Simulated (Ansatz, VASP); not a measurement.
## Two plane-wave programs on Ge

INCAR

```
ALGO = Normal
EDIFF = 1E-6
ENCUT = 520
GGA = CA
ISIF = 2
ISMEAR = 0
LASPH = T
LCHARG = T
LELF = T
LREAL = F
LVHAR = T
LWAVE = F
NBANDS = 66
NELM = 100
PREC = Accurate
SIGMA = 0.15
```

The input KPOINTS:

```
k-points
0
Gamma
  9 9 9
```

File POSCAR:

```
Ge
1.0
    4.8800810733      2.8175161213      1.9360574352
   -4.8800810733      2.8175161213      1.9360574352
    0.0000000000     -5.6350322426      1.9360574352
Ge
8
Direct
    0.7160372200      0.7160372200      0.7160372200
    0.2839627800      0.2839627800      0.2839627800
    0.0289443367      0.7253625347      0.5322921797
    0.5322921797      0.0289443367      0.7253625347
    0.7253625347      0.5322921797      0.0289443367
    0.9710556633      0.2746374653      0.4677078203
    0.4677078203      0.9710556633      0.2746374653
    0.2746374653      0.4677078203      0.9710556633
```

Input for Ansatz:

```yaml
crystal:
  lattice:
    - [4.8800810733, 2.8175161213, 1.9360574352]
    - [-4.8800810733, 2.8175161213, 1.9360574352]
    - [0.0, -5.6350322426, 1.9360574352]
  atoms:
    - { symbol: Ge, position: [0.71603722, 0.71603722, 0.71603722] }
    - { symbol: Ge, position: [0.28396278, 0.28396278, 0.28396278] }
    - { symbol: Ge, position: [0.0289443367, 0.7253625347, 0.5322921797] }
    - { symbol: Ge, position: [0.5322921797, 0.0289443367, 0.7253625347] }
    - { symbol: Ge, position: [0.7253625347, 0.5322921797, 0.0289443367] }
    - { symbol: Ge, position: [0.9710556633, 0.2746374653, 0.4677078203] }
    - { symbol: Ge, position: [0.4677078203, 0.9710556633, 0.2746374653] }
    - { symbol: Ge, position: [0.2746374653, 0.4677078203, 0.9710556633] }
basis:
  ecutwfc: 420
kpoints:
  mp_grid: { grid: [9, 9, 9] }
hamiltonian:
  xc: lda
  pseudopotentials: { kind: paw, azcp: { folder: soft_1 } }
scf:
  occupations: { method: gaussian, width: 0.15 }
output:
  forces: true
  stress: true
  eigenvalues: true
```

Alike in both runs: task single point; functional LDA; k mesh 9 × 9 × 9; occupations gaussian, width 0.15 eV; no spin polarisation.

```csv
,VASP,Ansatz
version,VASP 6.6.1,Ansatz 0.2.0
potentials or method,"VASP PAW LDA potentials, release 64 (Ge_d), cutoff 520 eV","scalar-relativistic, plane waves, PAW"
valence electrons in the cell,112,112
```

VASP gave:

- gap on the k mesh at the Fermi level (eV): none
- pressure (GPa): 0.1
- rms of the force components (eV/Å): 0.005

Problem. What did Ansatz give for the same quantities?

Solution. gap on the k mesh at the Fermi level (eV): none; pressure (GPa): 0.0; rms of the force components (eV/Å): 0.001.

Ansatz warns that its potentials were made for another functional, while VASP's fit it. LDA's correlation is that of Perdew and Zunger in VASP and of Perdew and Wang (1992) in Ansatz. Atom by atom the forces differ by 0.004 eV/Å (rms over components). A gap of «none» marks a metal or a gap that the smearing closes.
